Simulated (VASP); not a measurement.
**PbF2 (Fluorocronite): relaxation of cell and atoms with PBEsol**

PbF2 (Fluorocronite):

```
Pb F
1.0
     2.94934    2.94934    0.00000
    -2.94934    2.94934    0.00000
     0.00000    2.94934    2.94934
Pb F
1 2
Direct
  0.00000 0.00000 0.00000
  0.25000 0.75000 0.50000
  0.75000 0.25000 0.50000
```

* Program: VASP 6.6.1
* Task: relaxation of cell and atoms
* Functional: PBEsol
* Potentials or basis: VASP PAW PBE potentials, release 64 (Pb_d, F)
* Cutoff: 600 eV
* k mesh: 8 × 8 × 8
* Occupations: gaussian, width 0.01 eV
* Spin: no spin polarisation
* Target pressure: 15 GPa
* Dipole correction: no
* Further INCAR settings: ALGO = Normal; EDIFF = 1e-06; IBRION = 2; EDIFFG = -0.002; NSW = 100; ISIF = 3

- Relaxed volume: 14.83 Å³/atom
- Relaxed cell: a = 3.978 Å, b = 3.978 Å, c = 3.978 Å, α = 60.00°, β = 60.00°, γ = 90.00°
- Space group after relaxing (to 0.05 Å): Fm-3m (No. 225)
- Energy change on relaxing (the enthalpy is what falls): +90.6 meV/atom
- Ionic steps: 6
- Pressure after relaxing: 15.0 GPa
- Band gap on the k mesh: 4.21 eV, indirect (least direct gap 4.39 eV)

Step by step:
| step | energy change (eV) | largest force (eV/Å) | pressure (GPa) | volume (Å³) |
| --- | --- | --- | --- | --- |
| 1 | 0.0000 | 0.0000 | -0.23 | 51.31 |
| 2 | 0.9060 | 0.0000 | 33.43 | 40.16 |
| 3 | 0.2643 | 0.0000 | 14.76 | 44.58 |
| 4 | 0.2763 | 0.0000 | 15.16 | 44.45 |
| 5 | 0.2682 | 0.0000 | 14.86 | 44.54 |
| 6 | 0.2717 | 0.0000 | 15.00 | 44.50 |

Final structure:
```
Pb F
1.0
     2.81268    2.81268    0.00000
    -2.81268    2.81268    0.00000
     0.00000    2.81268    2.81268
Pb F
1 2
Direct
  0.00000 0.00000 0.00000
  0.25000 0.75000 0.50000
  0.75000 0.25000 0.50000
```

Levels at points of the mesh, in eV from the valence-band top:
| k point | band 10 | band 11 | band 12 | band 13 | band 14 | band 15 | band 16 | band 17 | band 18 |
| --- | --- | --- | --- | --- | --- | --- | --- | --- | --- |
| (0.00, 0.00, 0.00) | -3.61 | -3.61 | -3.11 | -3.11 | -3.11 | 6.69 | 6.69 | 6.69 | 10.77 |
| (0.50, 0.00, 0.00) | -4.00 | -4.00 | -3.24 | -3.24 | -0.13 | 4.78 | 8.01 | 8.01 | 13.22 |
| (0.50, 0.50, 0.00) | -5.10 | -2.59 | -2.53 | -2.53 | -0.18 | 4.21 | 8.30 | 8.34 | 8.34 |

It took 59 s on 1 thread of Intel(R) Xeon(R) 6975P-C (Granite Rapids), on a shared host, peak memory 0.22 GiB.

Caveat: the cell is relaxed towards a set pressure, so the enthalpy falls and the energy may rise; the PAW data sets were made with another functional, which shifts forces and pressure a little; spin-orbit coupling is left out, which moves the levels of the heavy elements. A k mesh can miss the band edges.
